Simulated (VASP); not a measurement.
# HfSiO4 (Hafnon) (I4_1/amd) in VASP: a series of runs, part 2 of 2

VASP 6.6.1. The steps go on from the part before.

## Step 3: Single point, PBE

This run uses another cell than the first one, of 10.95 Å³/atom, 0.968 times its volume.

File INCAR:

```
SYSTEM = HfSiO4
ALGO = Normal
EDIFF = 1E-7
ENCUT = 520
GGA = PE
ISIF = 2
ISMEAR = -1
LASPH = .True.
LCHARG = .False.
LREAL = .False.
LWAVE = .False.
NBANDS = 50
NELM = 100
PREC = Accurate
SIGMA = 0.05
```

File KPOINTS:

```
k-points
0
Gamma
  5 5 5
  0 0 0
```

File POSCAR:

```
HfSiO4
1.0
   -3.2862500000      3.2862500000      3.0412320000
    3.2862500000     -3.2862500000      3.0412320000
    3.2862500000      3.2862500000     -3.0412320000
Hf Si O
2 2 8
Direct
    0.0000000000      0.0000000000      0.0000000000
    0.7500000000      0.2500000000      0.5000000000
    0.5000000000      0.5000000000      0.0000000000
    0.2500000000      0.7500000000      0.5000000000
    0.6801626350      0.4951402786      0.8149776436
    0.2451402786      0.9301626350      0.3149776436
    0.6801626350      0.8651849913      0.1850223564
    0.6151849913      0.9301626350      0.6850223564
    0.0698373650      0.3848150087      0.3149776436
    0.5048597214      0.3198373650      0.1850223564
    0.0698373650      0.7548597214      0.6850223564
    0.1348150087      0.3198373650      0.8149776436
```

Potentials or basis: VASP PAW PBE potentials, release 64 (Hf_pv, Si, O).

Launch:

```bash
> cat potpaw_PBE.64/Hf_pv/POTCAR potpaw_PBE.64/Si/POTCAR potpaw_PBE.64/O/POTCAR > POTCAR
> mpirun -np 1 vasp_std > vasp.out
```

OUTCAR:

```text
SYSTEM = HfSiO4
   EDIFF = 1E-7
   ENCUT = 520
   GGA = PE
   ISIF = 2
   ISMEAR = -1
   LASPH = .True.
   LREAL = .False.
   NELM = 100
   PREC = Accurate

 ion  position               nearest neighbor table
   1  0.000  0.000  0.000-   6 2.11  11 2.11   9 2.11   8 2.11  10 2.29   5 2.29  12 2.29   7 2.29
                             3 3.04   3 3.04   2 3.62   2 3.62   2 3.62   2 3.62
   2  0.750  0.250  0.500-   5 2.11  10 2.11   7 2.11  12 2.11  11 2.29   6 2.29   9 2.29   8 2.29
[... 1180 lines left out ...]
  external PRESSURE =       1.7620958 kB  Pullay stress =       0.0000000 kB

 VOLUME and BASIS-vectors are now :
 -----------------------------------------------------------------------------
  energy-cutoff  :      520.00
  volume of cell :      131.37
      direct lattice vectors                 reciprocal lattice vectors
    -3.286250000  3.286250000  3.041232000     0.000000000  0.152149106  0.164407056
     3.286250000 -3.286250000  3.041232000     0.152149106  0.000000000  0.164407056
     3.286250000  3.286250000 -3.041232000     0.152149106  0.152149106  0.000000000

 POSITION                                       TOTAL-FORCE (eV/Angst)
 -----------------------------------------------------------------------------------
      0.00000      0.00000      0.00000        -0.000000      0.000000      0.000000
     -0.00000      3.28625      1.52062        -0.000000     -0.000000      0.000000
      0.00000      0.00000      3.04123        -0.000000      0.000000      0.000000
      3.28625     -0.00000      1.52062        -0.000000     -0.000000      0.000000
      2.07019      3.28625      1.09583        -0.137837     -0.000000      0.127368
      3.28625     -1.21606      2.61645        -0.000000     -0.137837      0.127368
      1.21606      0.00000      4.13706         0.137837      0.000000      0.127368
      3.28625      1.21606      2.61645        -0.000000      0.137837      0.127368
      2.07019     -0.00000      0.42478        -0.137837     -0.000000     -0.127368
     -0.00000      1.21606      1.94540        -0.000000      0.137837     -0.127368
      4.50231     -0.00000      0.42478         0.137837      0.000000     -0.127368
      3.28625      2.07019     -1.09583        -0.000000     -0.137837     -0.127368
 -----------------------------------------------------------------------------------
    total drift:                                0.000000      0.000000     -0.000000

  FREE ENERGIE OF THE ION-ELECTRON SYSTEM (eV)
  ---------------------------------------------------
  free  energy   TOTEN  =      -108.6339759141 eV

  energy  without entropy=     -108.6339759140  energy(sigma->0) =     -108.63397591
```

OSZICAR:

```text
N       E                     dE             d eps       ncg     rms          rms(c)
DAV:   1     0.456879178145E+03    0.45688E+03   -0.42360E+04  1800   0.148E+03
DAV:   2    -0.960176174632E+02   -0.55290E+03   -0.53667E+03  2162   0.367E+02
DAV:   3    -0.125256353545E+03   -0.29239E+02   -0.29103E+02  2192   0.816E+01
DAV:   4    -0.125626939273E+03   -0.37059E+00   -0.36995E+00  2336   0.999E+00
DAV:   5    -0.125631703651E+03   -0.47644E-02   -0.47624E-02  2264   0.107E+00    0.698E+01
DAV:   6    -0.108704259213E+03    0.16927E+02   -0.68391E+01  2048   0.371E+01    0.571E+01
DAV:   7    -0.108659785095E+03    0.44474E-01   -0.33451E+00  2272   0.837E+00    0.402E+01
DAV:   8    -0.108684545630E+03   -0.24761E-01   -0.62979E-01  2240   0.460E+00    0.116E+01
DAV:   9    -0.108633500001E+03    0.51046E-01   -0.22410E-01  2072   0.238E+00    0.267E+00
DAV:  10    -0.108633994403E+03   -0.49440E-03   -0.11066E-02  2296   0.561E-01    0.517E-01
DAV:  11    -0.108633830499E+03    0.16390E-03   -0.11055E-03  2182   0.169E-01    0.220E-01
DAV:  12    -0.108633946507E+03   -0.11601E-03   -0.14566E-04  2224   0.575E-02    0.659E-02
DAV:  13    -0.108633975425E+03   -0.28918E-04   -0.30998E-05  2304   0.293E-02    0.494E-02
DAV:  14    -0.108633975659E+03   -0.23395E-06   -0.17400E-06  2208   0.665E-03    0.640E-03
DAV:  15    -0.108633975858E+03   -0.19959E-06   -0.52747E-07  2166   0.343E-03    0.164E-03
DAV:  16    -0.108633975914E+03   -0.55688E-07   -0.22741E-08  1336   0.820E-04
   1 F= -.10863398E+03 E0= -.10863398E+03  d E =-.256579E-10
```

Wall time 3.4 min (1 thread of AMD EPYC 7R43 (Zen 3), shared host); peak memory 0.27 GiB.

Results:

* Free energy: -108.6340 eV
* Pressure: 0.2 GPa
* Largest force: 0.188 eV/Å
* Band gap on the k mesh: 5.34 eV, indirect (least direct gap 5.73 eV)

Forces on the atoms (eV/Å):
```
Hf   0.000  0.000  0.000
Hf   0.000  0.000  0.000
Si   0.000  0.000  0.000
Si   0.000  0.000  0.000
O   -0.138  0.000  0.127
O    0.000 -0.138  0.127
O    0.138  0.000  0.127
O    0.000  0.138  0.127
O   -0.138  0.000 -0.127
O    0.000  0.138 -0.127
O    0.138  0.000 -0.127
O    0.000 -0.138 -0.127
```

Levels at points of the mesh, in eV from the valence-band top:
| k point | band 34 | band 35 | band 36 | band 37 | band 38 | band 39 | band 40 | band 41 | band 42 | band 43 |
| --- | --- | --- | --- | --- | --- | --- | --- | --- | --- | --- |
| (0.00, 0.00, 0.00) | -0.74 | -0.54 | -0.54 | -0.54 | 0.00 | 5.77 | 5.97 | 5.98 | 6.09 | 6.09 |

Caveat: spin-orbit coupling is left out, which moves the levels of the heavy elements.

## Step 4: Single point, PBEsol

This run uses another cell than the first one, of 10.73 Å³/atom, 0.949 times its volume.

File INCAR:

```
PREC = Accurate ; ENCUT = 520
EDIFF = 1E-6 ; ISMEAR = -1
SIGMA = 0.05 ; LREAL = F
LASPH = T ; NELM = 60
ALGO = Normal ; ISIF = 2
LWAVE = F ; LCHARG = F
GGA = PS ; NBANDS = 50
```

File KPOINTS:

```
Automatic mesh
0
Gamma
  6 6 6
```

File POSCAR:

```
HfSiO4
1.0
   -3.2862500000      3.2862500000      2.9816000000
    3.2862500000     -3.2862500000      2.9816000000
    3.2862500000      3.2862500000     -2.9816000000
Hf Si O
2 2 8
Direct
    0.0000000000      0.0000000000      0.0000000000
    0.7500000000      0.2500000000      0.5000000000
    0.5000000000      0.5000000000      0.0000000000
    0.2500000000      0.7500000000      0.5000000000
    0.6802000000      0.4957000000      0.8155000000
    0.2457000000      0.9302000000      0.3155000000
    0.6802000000      0.8647000000      0.1845000000
    0.6147000000      0.9302000000      0.6845000000
    0.0698000000      0.3853000000      0.3155000000
    0.5043000000      0.3198000000      0.1845000000
    0.0698000000      0.7543000000      0.6845000000
    0.1353000000      0.3198000000      0.8155000000
```

Launch:

```bash
> cat potpaw_PBE.64/Hf_pv/POTCAR potpaw_PBE.64/Si/POTCAR potpaw_PBE.64/O/POTCAR > POTCAR
> mpirun -np 1 vasp_std > vasp.out
```

Wall time 2.7 min (1 thread of Intel Xeon Platinum 8375C at 2.90GHz (Ice Lake), shared host); peak memory 0.34 GiB.

Results (log left out):

| Quantity | Value |
| --- | --- |
| Free energy | -113.4199 eV |
| Pressure | 0.0 GPa |
| Largest force | 0.679 eV/Å |
| Band gap on the k mesh | 5.31 eV, indirect (least direct gap 5.68 eV) |

Forces in eV/Å, atoms in the order of the input:
```
Hf   0.000  0.000  0.000
Hf   0.000  0.000  0.000
Si   0.000  0.000  0.000
Si   0.000  0.000  0.000
O   -0.480  0.000  0.480
O    0.000 -0.480  0.480
O    0.480  0.000  0.480
O    0.000  0.480  0.480
O   -0.480  0.000 -0.480
O    0.000  0.480 -0.480
O    0.480  0.000 -0.480
O    0.000 -0.480 -0.480
```

Stress tensor (GPa, compression positive):
```
-0.23  0.00  0.00
 0.00 -0.23  0.00
 0.00  0.00  0.49
```

Levels at points of the mesh, in eV from the valence-band top:
```
           k point  band 35  band 36  band 37  band 38  band 39  band 40  band 41  band 42
(0.00, 0.00, 0.00)    -0.59    -0.59    -0.56     0.00     5.71     5.99     6.08     6.17
(0.50, 0.00, 0.00)    -0.97    -0.85    -0.27    -0.20     5.59     5.74     6.51     6.70
(0.50, 0.50, 0.00)    -0.95    -0.95    -0.62    -0.62     5.32     5.32     6.44     6.44
(0.50, 0.50, 0.50)    -1.13    -1.13    -0.89    -0.89     6.19     6.19     6.56     6.56
```

Caveat: the PAW data sets were made with another functional, which shifts forces and pressure a little; spin-orbit coupling is left out, which moves the levels of the heavy elements.

## Step 5: Overview

```csv
level,cell,k mesh,gap on the mesh (eV),pressure (GPa),largest force (eV/Å)
RPBE,"a = 5.620 Å, angles 106.8, 106.8, 114.9°, 12 atoms",6 × 6 × 6,5.22,-1.8,0.13
PBE,"a = 5.554 Å, angles 107.4, 107.4, 113.6°, 12 atoms",5 × 5 × 5,5.34,0.2,0.19
PBEsol,"a = 5.522 Å, angles 107.0, 107.0, 114.6°, 12 atoms",6 × 6 × 6,5.31,0.0,0.68
```

Alike in all rows: task single point; potentials or basis VASP PAW PBE potentials, release 64 (Hf_pv, Si, O); no spin polarisation; cutoff (eV) 520; smearing fermi-dirac 0.05 eV.

Caveats: spin-orbit coupling is left out, which moves the levels of the heavy elements; the PAW data sets were made with another functional, which shifts forces and pressure a little (some runs).

Total energies depend on the potentials used, so only differences within one code and one set of settings carry meaning.
